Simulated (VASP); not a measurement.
# TaSi2 (P1) in VASP: single point with PBEsol

Aim: the single point of TaSi2 with PBEsol.

Program: VASP 6.6.1. These are calculated values, not measurements. Logs are shortened: lines on timing, memory, paths and dates and some standing lists are left out, and cuts for length are marked.

**1. The cell of the first run**

The typed cell holds 9 atoms: a = 4.761 Å, b = 4.761 Å, c = 6.558 Å, α = 90.00°, β = 90.00°, γ = 120.00°.

**2. Single point, PBEsol (atom 1 (Ta) moved by -0.642 Å along [1 0 0] and -0.642 Å along [0 0 1])**

INCAR

```
SYSTEM = TaSi2
PREC = Accurate
ENCUT = 520
EDIFF = 1E-7
ISMEAR = 0
SIGMA = 0.15
LREAL = .FALSE.
LASPH = .TRUE.
NELM = 60
ALGO = Normal
ISIF = 2
LWAVE = .FALSE.
LCHARG = .FALSE.
GGA = PS
NBANDS = 38
```

KPOINTS

```
Automatic mesh
0
G
  9 9 6
  0 0 0
```

POSCAR

```
TaSi2
1.0
    4.7613605622      0.0000000000      0.0000000000
   -2.3806802811      4.1234592035      0.0000000000
    0.0000000000      0.0000000000      6.5581204410
Ta Si
3 6
Direct
    0.3651645907      0.0000000000     -0.0978939020
    0.5000000000      0.5000000000      0.6666666667
    0.0000000000      0.5000000000      0.3333333333
    0.1592624125      0.3185248251      0.0000000000
    0.8407375875      0.1592624125      0.6666666667
    0.6814751749      0.8407375875      0.3333333333
    0.8407375875      0.6814751749      0.0000000000
    0.1592624125      0.8407375875      0.6666666667
    0.3185248251      0.1592624125      0.3333333333
```

Potentials or basis: VASP PAW PBE potentials, release 64 (Ta_pv, Si).

On the command line:

```
$ cat potpaw_PBE.64/Ta_pv/POTCAR potpaw_PBE.64/Si/POTCAR > POTCAR
$ mpirun -np 1 vasp_std > vasp.out
```

OUTCAR:

```text
SYSTEM = TaSi2
   PREC = Accurate
   ENCUT = 520
   EDIFF = 1E-7
   ISMEAR = 0
   LREAL = .FALSE.
   LASPH = .TRUE.
   NELM = 60
   ISIF = 2
   GGA = PS

 ion  position               nearest neighbor table
   1  0.365  0.000  0.902-   8 1.78   7 2.27   4 2.27   5 2.52   2 2.63   4 2.95   7 2.95   9 2.96
                             2 3.16   5 3.33   4 3.36   7 3.36   3 3.54
   2  0.500  0.500  0.667-   4 2.60   7 2.60   6 2.60   9 2.60   1 2.63   8 2.72   5 2.72   8 2.72
                             5 2.72   5 2.81   8 2.81   1 3.16   3 3.23   3 3.23
   3  0.000  0.500  0.333-   4 2.60   7 2.60   5 2.60   8 2.60   9 2.72   6 2.72   9 2.72   6 2.72
                             6 2.81   9 2.81   2 3.23   2 3.23   1 3.54
   4  0.159  0.319  0.000-   1 2.27   5 2.55   9 2.55   3 2.60   2 2.60   7 2.63   7 2.81   7 2.81
                             1 2.95   1 3.36
   5  0.841  0.159  0.667-   1 2.52   4 2.55   6 2.55   3 2.60   8 2.63   2 2.72   2 2.72   2 2.81
                             8 2.81   8 2.81   1 3.33
   6  0.681  0.841  0.333-   7 2.55   5 2.55   2 2.60   9 2.63   3 2.72   3 2.72   3 2.81   9 2.81
                             9 2.81
   7  0.841  0.681  0.000-   1 2.27   8 2.55   6 2.55   3 2.60   2 2.60   4 2.63   4 2.81   4 2.81
                             1 2.95   1 3.36
   8  0.159  0.841  0.667-   1 1.78   7 2.55   9 2.55   3 2.60   5 2.63   2 2.72   2 2.72   2 2.81
                             5 2.81   5 2.81
   9  0.319  0.159  0.333-   4 2.55   8 2.55   2 2.60   6 2.63   3 2.72   3 2.72   3 2.81   6 2.81
                             6 2.81   1 2.96

  LATTYP: Found a hexagonal cell.
 ALAT       =     4.7613605622
 C/A-ratio  =     1.3773627003

  Lattice vectors:

 A1 = (   4.7613605622,   0.0000000000,   0.0000000000)
 A2 = (  -2.3806802811,   4.1234592035,   0.0000000000)
 A3 = (   0.0000000000,   0.0000000000,   6.5581204410)

Analysis of symmetry for initial positions (statically):
=====================================================================
 Subroutine PRICEL returns:
 Original cell was already a primitive cell.

 Routine SETGRP: Setting up the symmetry group for a
 hexagonal supercell.

 Subroutine GETGRP returns: Found  1 space group operations
 (whereof  1 operations were pure point group operations)
 out of a pool of 24 trial point group operations.

The static configuration has the point symmetry C_1 .

Analysis of symmetry for dynamics (positions and initial velocities):
=====================================================================
 Subroutine PRICEL returns:
 Original cell was already a primitive cell.

 Routine SETGRP: Setting up the symmetry group for a
 hexagonal supercell.

 Subroutine GETGRP returns: Found  1 space group operations
 (whereof  1 operations were pure point group operations)
 out of a pool of 24 trial point group operations.

The dynamic configuration has the point symmetry C_1 .

 Subroutine INISYM returns: Found  1 space group operations
 (whereof  1 operations are pure point group operations),
 and found     1 'primitive' translations

----------------------------------------------------------------------------------------

                                     Primitive cell

  volume of cell :     128.7574

  direct lattice vectors                    reciprocal lattice vectors
     4.761360562  0.000000000  0.000000000     0.210024002  0.121257414  0.000000000
    -2.380680281  4.123459204  0.000000000     0.000000000  0.242514828  0.000000000
     0.000000000  0.000000000  6.558120441     0.000000000  0.000000000  0.152482713

  length of vectors
     4.761360562  4.761360562  6.558120441     0.242514828  0.242514828  0.152482713

  position of ions in fractional coordinates (direct lattice)
     0.365164591  0.000000000  0.902106098
     0.500000000  0.500000000  0.666666667
     0.000000000  0.500000000  0.333333333
     0.159262412  0.318524825  0.000000000
     0.840737588  0.159262412  0.666666667
     0.681475175  0.840737588  0.333333333
     0.840737588  0.681475175  0.000000000
     0.159262412  0.840737588  0.666666667
     0.318524825  0.159262412  0.333333333

  ion indices of the primitive-cell ions
   primitive index   ion index
                 1           1
                 2           2
                 3           3
                 4           4
                 5           5
                 6           6
                 7           7
                 8           8
                 9           9

----------------------------------------------------------------------------------------

 KPOINTS: Automatic mesh

Automatic generation of k-mesh.
 Grid dimensions read from file:
 generate k-points for:    9    9    6

 Generating k-lattice:

  Cartesian coordinates                     Fractional coordinates (reciprocal lattice)
     0.023336000  0.013473046  0.000000000     0.111111111  0.000000000  0.000000000
     0.000000000  0.026946092  0.000000000     0.000000000  0.111111111  0.000000000
     0.000000000  0.000000000  0.025413786     0.000000000  0.000000000  0.166666667

  Length of vectors
     0.026946092  0.026946092  0.025413786

  Shift w.r.t. Gamma in fractional coordinates (k-lattice)
     0.000000000  0.000000000  0.000000000

 Subroutine IBZKPT returns following result:
 ===========================================

 Found    244 irreducible k-points:

 Following reciprocal coordinates:
            Coordinates               Weight
  0.000000  0.000000  0.000000      1.000000
  0.111111  0.000000  0.000000      2.000000
  0.000000  0.111111  0.000000      2.000000
 -0.111111  0.111111  0.000000      2.000000
  0.222222 -0.000000  0.000000      2.000000
  0.000000  0.222222  0.000000      2.000000
[... 16 lines left out ...]
  0.333333  0.111111  0.000000      2.000000
 -0.111111  0.444444  0.000000      2.000000
 [... further k-points ...]
   k-points           NKPTS =    244   k-points in BZ     NKDIM =    244   number of bands    NBANDS=     38
   number of dos      NEDOS =    301   number of ions     NIONS =      9
   total plane-waves  NPLWV =  64800
   dimension x,y,z NGX =    36 NGY =   36 NGZ =   50
   dimension x,y,z NGXF=    72 NGYF=   72 NGZF=  100
   ions per type =               3   6
   NGX,Y,Z   is equivalent  to a cutoff of  12.57, 12.57, 12.67 a.u.
   NGXF,Y,Z  is equivalent  to a cutoff of  25.14, 25.14, 25.35 a.u.
 SYSTEM =  TaSi2
   PREC   = accura    normal or accurate (medium, high low for compatibility)
   ISTART =      0    job   : 0-new  1-cont  2-samecut
   ICHARG =      2    charge: 1-file 2-atom 10-const
   ISPIN  =      1    spin polarized calculation?
   LNONCOLLINEAR =      F non collinear calculations
   LSORBIT =      F    spin-orbit coupling
   LASPH  =      T    aspherical Exc in radial PAW
   ENCUT  =  520.0 eV  38.22 Ry    6.18 a.u.   8.85  8.85 12.19*2*pi/ulx,y,z
   NELM   =     60;   NELMIN=  2; NELMDL= -5     # of ELM steps
   EDIFF  = 0.1E-06   stopping-criterion for ELM
   LREAL  =      F    real-space projection
   EDIFFG = 0.1E-05   stopping-criterion for IOM
   NSW    =      0    number of steps for IOM
   IBRION =     -1    ionic relax: 0-MD 1-quasi-New 2-CG
   NFREE  =      0    steps in history (QN), initial steepest desc. (CG)
   ISIF   =      2    stress and relaxation
   ISYM   =      2    0-nonsym 1-usesym 2-fastsym
   POTIM  = 0.5000    time-step for ionic-motion
   TEBEG  =    0.0;   TEEND  =   0.0 temperature during run
   PSTRESS=    0.0 pullay stress
   NELECT =      57.0000    total number of electrons
   NUPDOWN=      -1.0000    fix difference up-down
   EMIN   =  10.00;   EMAX   =-10.00  energy-range for DOS
   EFERMI =   0.00;   METHOD = LEGACY
   ISMEAR =     0;   SIGMA  =   0.15  broadening in eV -4-tet -1-fermi 0-gaus
   EFERMI_NEDOS =   21; number of points for ismear=-14 and -15
   IALGO  =     38    algorithm
   IMIX   =      4    mixing-type and parameters
     AMIX     =   0.40;   BMIX     =  1.00
     AMIX_MAG =   1.60;   BMIX_MAG =  1.00
  volume/ion in A,a.u.               =      14.31        96.54
  Fermi-wavevector in a.u.,A,eV,Ry     =   1.247697  2.357805 21.180833  1.556747
  Thomas-Fermi vector in A             =   2.381817
   LORBIT       =      0    0 simple, 1 ext, 2 COOP (PROOUT), +10 PAW based schemes
   GGA     = PS    functional components
   LHFCALC =     F    Hartree Fock is set to
   AEXX    =    0.0000 exact exchange contribution
   IVDW    =     0    specifies the selected vdW correction
   LEPSILON=     F    determine dielectric tensor
   LRPA    =     F    only Hartree local field effects (RPA)
 non-spin polarized calculation
 Gauss-broadening in eV      SIGMA  =   0.15
  energy-cutoff  :      520.00
  volume of cell :      128.76
 maximum number of plane-waves:      3501
   NGX = 17   NGY = 17   NGZ = 25

 number of electron      57.0000000 magnetization

 Free energy of the ion-electron system (eV)
  ---------------------------------------------------
  ext. energy  EPLUGINS =         0.00000000
  ---------------------------------------------------
  free energy    TOTEN  =       -66.56858335 eV

  energy without entropy =      -66.52818326  energy(sigma->0) =      -66.54838331

 E-fermi :   9.2426     XC(G=0): -12.1176

 val. band max:        9.2419000661   @ k =  -0.4444   0.4444   0.3333
 cond. band min:       9.2430185137   @ k =  -0.2222   0.3333   0.0000
 fundamental gap:      0.0011184475
 Fermi energy:         9.2426058897

 k-point     1 :       0.0000    0.0000    0.0000
  band No.  band energies     occupation
      1     -25.2986      2.00000
      2     -25.0962      2.00000
      3     -25.0024      2.00000
      4     -24.9842      2.00000
      5     -24.9018      2.00000
      6     -24.8650      2.00000
[... 30 lines left out ...]
     37      13.1566      0.00000
     38      13.5009      0.00000
[... 941 lines left out ...]
     37      12.7417      0.00000
     38      13.1410      0.00000

 [... further k-points ...]

------------------------ aborting loop because EDIFF is reached ----------------------------------------

  FORCE on cell =-STRESS in cart. coord.  units (eV):
  Direction    XX          YY          ZZ          XY          YZ          ZX
  --------------------------------------------------------------------------------------
  -------------------------------------------------------------------------------------
  Total       16.7603502     13.3759821     41.8943769      6.7559541     14.1707317     11.5518395
  in kB      208.5554342    166.4424497    521.3077207     84.0669151    176.3318223    143.7439483
  external PRESSURE =     298.7685349 kB  Pullay stress =       0.0000000 kB

 VOLUME and BASIS-vectors are now :
 -----------------------------------------------------------------------------
  energy-cutoff  :      520.00
  volume of cell :      128.76
      direct lattice vectors                 reciprocal lattice vectors
     4.761360562  0.000000000  0.000000000     0.210024002  0.121257414  0.000000000
    -2.380680281  4.123459204  0.000000000     0.000000000  0.242514828  0.000000000
     0.000000000  0.000000000  6.558120441     0.000000000  0.000000000  0.152482713

 POSITION                                       TOTAL-FORCE (eV/Angst)
 -----------------------------------------------------------------------------------
      1.73868      0.00000      5.91612        17.779671      8.664061     25.137866
      1.19034      2.06173      4.37208        -1.731138      0.579388     -1.850002
     -1.19034      2.06173      2.18604        -0.459429      0.523701     -0.378774
     -0.00000      1.31342      0.00000        -3.551479      2.270635      1.123559
      3.62390      0.65671      4.37208        -0.177615      0.296359     -0.523943
      1.24322      3.46675      2.18604        -0.656597      0.119608     -0.621707
      2.38068      2.81004      0.00000        -3.277371     -2.305065      0.823306
     -1.24322      3.46675      4.37208        -8.464323     -9.987130    -22.763542
      1.13746      0.65671      2.18604         0.538282     -0.161558     -0.946762
 -----------------------------------------------------------------------------------
    total drift:                               -0.000061      0.000003      0.000241

  FREE ENERGIE OF THE ION-ELECTRON SYSTEM (eV)
  ---------------------------------------------------
  free  energy   TOTEN  =       -66.5685833547 eV

  energy  without entropy=      -66.5281832627  energy(sigma->0) =      -66.54838331
```

Run time: 19 min. Hardware: 1 thread of Intel Xeon Platinum 8488C (Sapphire Rapids), shared host; peak memory 0.91 GiB.

What came out:

```yaml
Free_energy: -66.5686 eV
Pressure: 29.9 GPa
Largest_force: 31.986 eV/Å
Band_gap_on_the_k_mesh: zero (an odd number of electrons rules out a gap without spin polarisation)
```

Forces in eV/Å, atoms in the order of the input:
```
Ta   17.780   8.664  25.138
Ta   -1.731   0.579  -1.850
Ta   -0.459   0.524  -0.379
Si   -3.551   2.271   1.124
Si   -0.178   0.296  -0.524
Si   -0.657   0.120  -0.622
Si   -3.277  -2.305   0.823
Si   -8.464  -9.987 -22.764
Si    0.538  -0.162  -0.947
```

Stress tensor (GPa, compression positive):
```
20.86  8.41 14.37
 8.41 16.64 17.63
14.37 17.63 52.13
```

Caveat: the cell differs from its parent crystal (atom 1 (Ta) moved by -0.642 Å along [1 0 0] and -0.642 Å along [0 0 1]); atoms lie so close that the PAW spheres overlap strongly, which falsifies energies and pressures; the stress differs along the axes, from 17 to 52 GPa; the PAW data sets were made with another functional, which shifts forces and pressure a little; spin-orbit coupling is left out, which moves the levels of the heavy elements; an odd number of electrons without spin polarisation forces a metal; a magnetic or distorted state may lie lower.
